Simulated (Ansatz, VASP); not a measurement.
# Si16O31 in VASP and in Ansatz

```
Si O
1.0
     9.91601    0.00000    0.00000
     0.00000    8.74132    0.00000
     0.00000    0.00000    8.67864
Si O
16 31
Direct
  0.47276 0.18174 0.16557
  0.01150 0.84805 0.19284
  0.23378 0.34765 0.30146
  0.47676 0.15425 0.80627
  0.03360 0.81320 0.83080
  0.22930 0.31005 0.65451
  0.28627 0.70596 0.32376
  0.28767 0.66517 0.68345
  0.98407 0.20161 0.16196
  0.47594 0.82651 0.20641
  0.72802 0.33496 0.30881
  0.98216 0.16402 0.80337
  0.52602 0.80547 0.84369
  0.72802 0.30835 0.66811
  0.75076 0.69064 0.34243
  0.77706 0.66079 0.70379
  0.00793 0.80538 0.01299
  0.27766 0.52428 0.28804
  0.28963 0.72786 0.50908
  0.50923 0.18569 0.98518
  0.07569 0.26474 0.69146
  0.43750 0.68203 0.75131
  0.01104 0.98589 0.77363
  0.32367 0.25048 0.18336
  0.14812 0.78244 0.26477
  0.24772 0.48811 0.69245
  0.18524 0.76317 0.78836
  0.07848 0.32296 0.25168
  0.32582 0.20429 0.75942
  0.25842 0.28436 0.47377
  0.01321 0.03005 0.21955
  0.61449 0.76863 0.28296
  0.48497 0.79585 0.02267
  0.75080 0.51540 0.28618
  0.75033 0.70433 0.52685
  0.01094 0.21087 0.97955
  0.57604 0.25468 0.70102
  0.93157 0.69783 0.74568
  0.49656 0.97391 0.77574
  0.82949 0.24323 0.19814
  0.74875 0.48124 0.72689
  0.68212 0.76055 0.81703
  0.57700 0.28647 0.26115
  0.82718 0.19684 0.76160
  0.75637 0.29327 0.48636
  0.47057 0.00998 0.23245
  0.88137 0.77569 0.27505
```

Alike in both runs: functional LDA; k mesh 1 × 1 × 1; occupations fermi-dirac, width 0.05 eV; no spin polarisation.

Ansatz relaxed the structure, and its values are those at the end. VASP's run is a single point on that final structure, the one shown.

|  | VASP | Ansatz |
| --- | --- | --- |
| version | VASP 6.6.1 | Ansatz 0.2.0 |
| potentials or method | VASP PAW LDA potentials, release 64 (Si, O), cutoff 520 eV | scalar-relativistic, plane waves, PAW |
| valence electrons in the cell | 250 | 250 |

|  | VASP | Ansatz | Ansatz less VASP |
| --- | --- | --- | --- |
| rms of the force components (eV/Å) | 0.014 | 0.003 | -0.0113 |

Ansatz warns that its potentials were made for another functional, while VASP's fit it. LDA's correlation is that of Perdew and Zunger in VASP and of Perdew and Wang (1992) in Ansatz.
